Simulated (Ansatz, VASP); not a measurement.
## GaCo: VASP beside Ansatz

```
Ga Co
1.0
     2.81925    0.00000    0.00000
     0.00000    2.81925    0.00000
     0.00000    0.00000    2.81925
Ga Co
1 1
Direct
  0.50000 0.50000 0.50000
  0.00000 0.00000 0.00000
```

Alike in both runs: task single point; functional PBE; k mesh 8 × 8 × 8; occupations fermi-dirac, width 0.05 eV; collinear spin.

|  | VASP | Ansatz |
| --- | --- | --- |
| version | VASP 6.6.1 | Ansatz 0.2.0 |
| potentials or method | VASP PAW PBE potentials, release 64 (Ga_d, Co), cutoff 520 eV | plane waves, PAW |
| valence electrons in the cell | 22 | 30 |

Ansatz gave:

- net moment per atom (μB): 0.06
- size of the moment on the site where the two differ most (μB): 0.14

**Question.** What did VASP give for the same quantities?

**Answer.** net moment per atom (μB): 0.06; size of the moment on the site where the two differ most (μB): 0.13.

Site moments also hang on the region over which each program counts them. VASP's potentials hold 22 valence electrons a cell and Ansatz's 30, so a difference there can come from the potentials and not from the codes. Ansatz's warnings: seeded moment not kept.
